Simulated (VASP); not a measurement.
# MgI2 (P3m1) in VASP: further runs

MgI2 is run at these levels: PBE; tasks: single point.

Everything below comes from runs of VASP 6.6.1. Logs are shortened: lines on timing, memory, paths and dates and some standing lists are left out, and cuts for length are marked.

### 1 The cell of the first run

The structure is trigonal, space group P3m1 (No. 156). The conventional cell has a = 4.154 Å, b = 4.154 Å, c = 6.862 Å, α = 90.00°, β = 90.00°, γ = 120.00°. Mg (site symmetry 3m) has 6 I at 2.76 to 3.10 Å within 3.6 Å. Within 3.6 Å of I (site symmetry 3m) lie 3 Mg at 2.76 Å. Within 4.3 Å of I (site symmetry 3m) lie 3 Mg at 3.10 Å and 12 I at 4.10 to 4.27 Å.

### 2 Single point, PBE (atom 1 (Mg) moved by (+0.000, -0.300) A along y and z)

Input file INCAR:

```
PREC = Accurate
ENCUT = 520
EDIFF = 1E-6
ISMEAR = 0
SIGMA = 0.05
LREAL = False
LASPH = True
NELM = 80
ALGO = Normal
ISIF = 2
LWAVE = False
LCHARG = False
GGA = PE
NBANDS = 15
```

Input file KPOINTS:

```
Automatic mesh
0
Gamma
  6 6 4
```

Input file POSCAR:

```
MgI2
1.0
    4.1537001214      0.0000000000      0.0000000000
   -2.0768500607      3.5972098248      0.0000000000
    0.0000000000      0.0000000000      6.8620000000
Mg I
1 2
Direct
    0.0000000000      0.0000000000     -0.0437190324
    0.3333333333      0.6666666667      0.7576300000
    0.6666666667      0.3333333333      0.2423700000
```

Potentials or basis: VASP PAW PBE potentials, release 64 (Mg, I).

Started as:

```console
$ cat potpaw_PBE.64/Mg/POTCAR potpaw_PBE.64/I/POTCAR > POTCAR
$ mpirun -np 1 vasp_std > vasp.out
```

OUTCAR:

```text
PREC = Accurate
   ENCUT = 520
   EDIFF = 1E-6
   ISMEAR = 0
   LREAL = False
   LASPH = True
   NELM = 80
   ISIF = 2
   GGA = PE

 ion  position               nearest neighbor table
   1  0.000  0.000  0.956-   2 2.76   2 2.76   2 2.76   3 3.10   3 3.10   3 3.10
   2  0.333  0.667  0.758-   1 2.76   1 2.76   1 2.76
   3  0.667  0.333  0.242-   1 3.10   1 3.10   1 3.10

  LATTYP: Found a hexagonal cell.
 ALAT       =     4.1537001214
 C/A-ratio  =     1.6520210413

  Lattice vectors:

 A1 = (   4.1537001214,   0.0000000000,   0.0000000000)
 A2 = (  -2.0768500607,   3.5972098248,   0.0000000000)
 A3 = (   0.0000000000,   0.0000000000,   6.8620000000)

Analysis of symmetry for initial positions (statically):
=====================================================================
 Subroutine PRICEL returns:
 Original cell was already a primitive cell.

 Routine SETGRP: Setting up the symmetry group for a
 hexagonal supercell.

 Subroutine GETGRP returns: Found  6 space group operations
 (whereof  6 operations were pure point group operations)
 out of a pool of 24 trial point group operations.

The static configuration has the point symmetry C_3v.

Analysis of symmetry for dynamics (positions and initial velocities):
=====================================================================
 Subroutine PRICEL returns:
 Original cell was already a primitive cell.

 Routine SETGRP: Setting up the symmetry group for a
 hexagonal supercell.

 Subroutine GETGRP returns: Found  6 space group operations
 (whereof  6 operations were pure point group operations)
 out of a pool of 24 trial point group operations.

The dynamic configuration has the point symmetry C_3v.

 Subroutine INISYM returns: Found  6 space group operations
 (whereof  6 operations are pure point group operations),
 and found     1 'primitive' translations

----------------------------------------------------------------------------------------

                                     Primitive cell

  volume of cell :     102.5302

  direct lattice vectors                    reciprocal lattice vectors
     4.153700121  0.000000000  0.000000000     0.240749205  0.138996618  0.000000000
    -2.076850061  3.597209825  0.000000000     0.000000000  0.277993236  0.000000000
     0.000000000  0.000000000  6.862000000     0.000000000  0.000000000  0.145730108

  length of vectors
     4.153700121  4.153700121  6.862000000     0.277993236  0.277993236  0.145730108

  position of ions in fractional coordinates (direct lattice)
     0.000000000  0.000000000  0.956280968
     0.333333333  0.666666667  0.757630000
     0.666666667  0.333333333  0.242370000

  ion indices of the primitive-cell ions
   primitive index   ion index
                 1           1
                 2           2
                 3           3

----------------------------------------------------------------------------------------

 KPOINTS: Automatic mesh

Automatic generation of k-mesh.
 Grid dimensions read from file:
 generate k-points for:    6    6    4

 Generating k-lattice:

  Cartesian coordinates                     Fractional coordinates (reciprocal lattice)
     0.040124867  0.023166103  0.000000000     0.166666667 -0.000000000  0.000000000
     0.000000000  0.046332206  0.000000000     0.000000000  0.166666667  0.000000000
     0.000000000  0.000000000  0.036432527     0.000000000  0.000000000  0.250000000

  Length of vectors
     0.046332206  0.046332206  0.036432527

  Shift w.r.t. Gamma in fractional coordinates (k-lattice)
     0.000000000  0.000000000  0.000000000

 Subroutine IBZKPT returns following result:
 ===========================================

 Found     24 irreducible k-points:

 Following reciprocal coordinates:
            Coordinates               Weight
  0.000000  0.000000  0.000000      1.000000
  0.166667  0.000000  0.000000      6.000000
  0.333333  0.000000  0.000000      6.000000
  0.500000  0.000000  0.000000      3.000000
  0.166667  0.166667  0.000000      6.000000
  0.333333  0.166667  0.000000     12.000000
[... 16 lines left out ...]
  0.333333  0.166667  0.500000     12.000000
  0.333333  0.333333  0.500000      2.000000
   k-points           NKPTS =     24   k-points in BZ     NKDIM =     24   number of bands    NBANDS=     15
   number of dos      NEDOS =    301   number of ions     NIONS =      3
   total plane-waves  NPLWV =  55296
   dimension x,y,z NGX =    32 NGY =   32 NGZ =   54
   dimension x,y,z NGXF=    64 NGYF=   64 NGZF=  108
   ions per type =               1   2
   NGX,Y,Z   is equivalent  to a cutoff of  12.81, 12.81, 13.08 a.u.
   NGXF,Y,Z  is equivalent  to a cutoff of  25.62, 25.62, 26.17 a.u.
 SYSTEM =  unknown system
   PREC   = accura    normal or accurate (medium, high low for compatibility)
   ISTART =      0    job   : 0-new  1-cont  2-samecut
   ICHARG =      2    charge: 1-file 2-atom 10-const
   ISPIN  =      1    spin polarized calculation?
   LNONCOLLINEAR =      F non collinear calculations
   LSORBIT =      F    spin-orbit coupling
   LASPH  =      T    aspherical Exc in radial PAW
   ENCUT  =  520.0 eV  38.22 Ry    6.18 a.u.   7.72  7.72 12.76*2*pi/ulx,y,z
   NELM   =     80;   NELMIN=  2; NELMDL= -5     # of ELM steps
   EDIFF  = 0.1E-05   stopping-criterion for ELM
   LREAL  =      F    real-space projection
[... 7 lines left out ...]
   TEBEG  =    0.0;   TEEND  =   0.0 temperature during run
   PSTRESS=    0.0 pullay stress
   NELECT =      16.0000    total number of electrons
   NUPDOWN=      -1.0000    fix difference up-down
   EMIN   =  10.00;   EMAX   =-10.00  energy-range for DOS
   EFERMI =   0.00;   METHOD = LEGACY
   ISMEAR =     0;   SIGMA  =   0.05  broadening in eV -4-tet -1-fermi 0-gaus
   EFERMI_NEDOS =   21; number of points for ismear=-14 and -15
   IALGO  =     38    algorithm
   IMIX   =      4    mixing-type and parameters
     AMIX     =   0.40;   BMIX     =  1.00
     AMIX_MAG =   1.60;   BMIX_MAG =  1.00
  volume/ion in A,a.u.               =      34.18       230.64
  Fermi-wavevector in a.u.,A,eV,Ry     =   0.881382  1.665571 10.569477  0.776835
  Thomas-Fermi vector in A             =   2.001871
   LORBIT       =      0    0 simple, 1 ext, 2 COOP (PROOUT), +10 PAW based schemes
   GGA     = PE    functional components
   LHFCALC =     F    Hartree Fock is set to
   AEXX    =    0.0000 exact exchange contribution
   IVDW    =     0    specifies the selected vdW correction
   LEPSILON=     F    determine dielectric tensor
   LRPA    =     F    only Hartree local field effects (RPA)
 non-spin polarized calculation
 Gauss-broadening in eV      SIGMA  =   0.05
  energy-cutoff  :      520.00
  volume of cell :      102.53
 maximum number of plane-waves:      2798
 NGX is ok and might be reduce to    32
   NGX = 15   NGY = 15   NGZ = 25

 number of electron      16.0000001 magnetization

 Free energy of the ion-electron system (eV)
  ---------------------------------------------------
  ext. energy  EPLUGINS =         0.00000000
  ---------------------------------------------------
  free energy    TOTEN  =        -7.44623639 eV

  energy without entropy =       -7.44623639  energy(sigma->0) =       -7.44623639

 E-fermi :   3.1110     XC(G=0):  -8.2126

 val. band max:        2.8297608065   @ k =   0.0000   0.0000   0.0000
 cond. band min:       5.7321602923   @ k =   0.5000   0.0000   0.2500
 fundamental gap:      2.9023994858
 Fermi energy:         3.1109976825

 k-point     1 :       0.0000    0.0000    0.0000
  band No.  band energies     occupation
      1     -10.2304      2.00000
      2      -8.6400      2.00000
      3      -1.2628      2.00000
      4       1.1705      2.00000
      5       1.1705      2.00000
      6       2.3852      2.00000
      7       2.8298      2.00000
      8       2.8298      2.00000
      9       5.7882      0.00000
     10       7.1924      0.00000
     11       8.6568      0.00000
     12       8.6568      0.00000
     13       9.8520      0.00000
     14      10.6645      0.00000
     15      10.6645      0.00000

 k-point     2 :       0.1667    0.0000    0.0000
  band No.  band energies     occupation
      1     -10.1055      2.00000
      2      -8.5526      2.00000
      3      -1.0774      2.00000
      4       0.2433      2.00000
      5       0.9457      2.00000
      6       1.9309      2.00000
      7       2.2925      2.00000
      8       2.6934      2.00000
      9       6.6708      0.00000
     10       7.6859      0.00000
     11       8.3876      0.00000
     12       9.1631      0.00000
     13       9.4418      0.00000
     14      10.4428      0.00000
     15      10.6951      0.00000

 k-point     3 :       0.3333    0.0000    0.0000
  band No.  band energies     occupation
      1      -9.8279      2.00000
      2      -8.3693      2.00000
      3      -1.2828      2.00000
      4      -0.3926      2.00000
      5       0.5674      2.00000
      6       0.7505      2.00000
      7       1.9304      2.00000
      8       2.4253      2.00000
      9       6.1985      0.00000
     10       7.5384      0.00000
     11       8.5403      0.00000
     12       9.4044      0.00000
     13       9.9656      0.00000
     14      10.7993      0.00000
     15      11.3966      0.00000
[... 343 lines left out ...]
 k-point    23 :       0.3333    0.1667    0.5000
  band No.  band energies     occupation
      1      -9.6675      2.00000
      2      -8.2794      2.00000
      3      -1.6286      2.00000
      4      -0.4505      2.00000
      5      -0.1306      2.00000
      6       1.0271      2.00000
      7       1.8098      2.00000
      8       1.9631      2.00000
      9       6.5649      0.00000
     10       7.6961      0.00000
     11       8.5081      0.00000
     12       8.9959      0.00000
     13       9.8740      0.00000
     14      10.5780      0.00000
     15      11.0266      0.00000

 k-point    24 :       0.3333    0.3333    0.5000
  band No.  band energies     occupation
      1      -9.5945      2.00000
      2      -8.2159      2.00000
      3      -1.3691      2.00000
      4      -1.0385      2.00000
      5      -0.2097      2.00000
      6       0.5552      2.00000
      7       1.8518      2.00000
      8       1.9663      2.00000
      9       7.1015      0.00000
     10       7.8694      0.00000
     11       8.3485      0.00000
     12       9.6566      0.00000
     13       9.9574      0.00000
     14      10.3651      0.00000
     15      11.3981      0.00000

------------------------ aborting loop because EDIFF is reached ----------------------------------------

  FORCE on cell =-STRESS in cart. coord.  units (eV):
  Direction    XX          YY          ZZ          XY          YZ          ZX
  --------------------------------------------------------------------------------------
  -------------------------------------------------------------------------------------
  Total        1.4890908      1.4890908      0.6543906      0.0000000     -0.0000000      0.0000000
  in kB       23.2691299     23.2691299     10.2257694      0.0000000     -0.0000000      0.0000000
  external PRESSURE =      18.9213430 kB  Pullay stress =       0.0000000 kB

 VOLUME and BASIS-vectors are now :
 -----------------------------------------------------------------------------
  energy-cutoff  :      520.00
  volume of cell :      102.53
      direct lattice vectors                 reciprocal lattice vectors
     4.153700121  0.000000000  0.000000000     0.240749205  0.138996618  0.000000000
    -2.076850061  3.597209825  0.000000000     0.000000000  0.277993236  0.000000000
     0.000000000  0.000000000  6.862000000     0.000000000  0.000000000  0.145730108

 POSITION                                       TOTAL-FORCE (eV/Angst)
 -----------------------------------------------------------------------------------
      0.00000      0.00000      6.56200        -0.000000      0.000000      1.633863
     -0.00000      2.39814      5.19886        -0.000000     -0.000000     -0.968817
      2.07685      1.19907      1.66314         0.000000     -0.000000     -0.665047
 -----------------------------------------------------------------------------------
    total drift:                                0.000000     -0.000000      0.000268

  FREE ENERGIE OF THE ION-ELECTRON SYSTEM (eV)
  ---------------------------------------------------
  free  energy   TOTEN  =        -7.4462363898 eV

  energy  without entropy=       -7.4462363898  energy(sigma->0) =       -7.44623639
```

Run time: 56 s. Hardware: 1 thread of Intel Xeon 8259CL, shared host; peak memory 0.23 GiB.

Results:

```
Free energy            : -7.4462 eV
Pressure               : 1.9 GPa
Largest force          : 1.634 eV/Å
Band gap on the k mesh : 2.90 eV (least direct gap 2.96 eV)
```

Forces on the atoms (eV/Å):
```
Mg   0.000  0.000  1.634
I    0.000  0.000 -0.969
I    0.000  0.000 -0.665
```

Stress tensor (GPa, compression positive):
```
2.33 0.00 0.00
0.00 2.33 0.00
0.00 0.00 1.02
```

Levels at points of the mesh, in eV from the valence-band top:
```
           k point  band 5  band 6  band 7  band 8  band 9  band 10  band 11  band 12
(0.00, 0.00, 0.00)   -1.66   -0.44    0.00    0.00    2.96     4.36     5.83     5.83
(0.50, 0.00, 0.00)   -2.43   -2.35   -1.28   -0.53    2.98     4.38     5.50     6.44
(0.00, 0.00, 0.50)   -1.65   -1.65   -0.02   -0.02    3.59     4.84     5.66     5.66
(0.50, 0.00, 0.50)   -2.37   -1.65   -1.13   -0.66    2.94     4.28     5.29     5.90
```

Caveat: the cell differs from its parent crystal (atom 1 (Mg) moved by (+0.000, -0.300) A along y and z); spin-orbit coupling is left out, which moves the levels of the heavy elements; this functional lacks dispersion, which binds layers or chains, so the pressure and a relaxed spacing across them are unreliable; forces of over 1 eV/Å act on the atoms, so gaps and moduli don't describe the material at rest.

### 3 Single point, PBE (atom 1 (Mg) moved by (+0.000, -0.150) A along y and z)

Input file INCAR:

```
SYSTEM = MgI2
PREC     = Accurate       ! precision mode
ENCUT    = 520            ! plane-wave cutoff, eV
EDIFF    = 1E-7           ! SCF threshold, eV
ISMEAR   = 0              ! smearing method
SIGMA    = 0.05           ! smearing width, eV
LREAL    = .FALSE.        ! projectors in reciprocal space
LASPH    = .TRUE.         ! aspherical terms in the spheres
NELM     = 60             ! most SCF steps
ALGO     = Normal         ! electronic algorithm
ISIF     = 2              ! what is computed and relaxed
LWAVE    = .FALSE.        ! write WAVECAR
LCHARG   = .FALSE.        ! write CHGCAR
GGA      = PE             ! functional
NBANDS   = 15             ! bands
```

Input file KPOINTS:

```
regular mesh
0
G
  6 6 4
  0 0 0
```

POSCAR, as its differences from that of step 2:

```diff
@@ -8,3 +8,3 @@
 Direct
-    0.0000000000      0.0000000000     -0.0437190324
+    0.0000000000      0.0000000000     -0.0218595162
     0.3333333333      0.6666666667      0.7576300000
```

Potentials or basis: VASP PAW PBE potentials, release 64 (Mg, I).

Started as:

```console
$ cat potpaw_PBE.64/Mg/POTCAR potpaw_PBE.64/I/POTCAR > POTCAR
$ mpirun -np 1 vasp_std > vasp.out
```

Run time: 59 s. Hardware: 1 thread of Intel Xeon 8259CL, shared host; peak memory 0.24 GiB.

Results (log left out):

```
Free energy            : -7.6324 eV
Pressure               : 1.4 GPa
Largest force          : 0.838 eV/Å
Band gap on the k mesh : 3.33 eV (least direct gap 3.47 eV)
```

Forces in eV/Å, atoms in the order of the input:
```
Mg   0.000  0.000  0.838
I    0.000  0.000 -0.480
I    0.000  0.000 -0.358
```

Stress tensor (GPa, compression positive):
```
1.43 0.00 0.00
0.00 1.43 0.00
0.00 0.00 1.30
```

Levels at points of the mesh, in eV from the valence-band top:
```
           k point  band 6  band 7  band 8  band 9  band 10  band 11
(0.00, 0.00, 0.00)   -0.14    0.00    0.00    3.47     4.63     6.42
(0.50, 0.00, 0.00)   -1.73   -1.04   -0.48    3.42     4.96     5.56
(0.00, 0.00, 0.50)   -0.87   -0.03   -0.03    4.24     4.91     6.24
(0.50, 0.00, 0.50)   -1.31   -0.91   -0.65    3.35     4.90     5.57
```

Caveat: the cell differs from its parent crystal (atom 1 (Mg) moved by (+0.000, -0.150) A along y and z); spin-orbit coupling is left out, which moves the levels of the heavy elements; this functional lacks dispersion, which binds layers or chains, so the pressure and a relaxed spacing across them are unreliable.
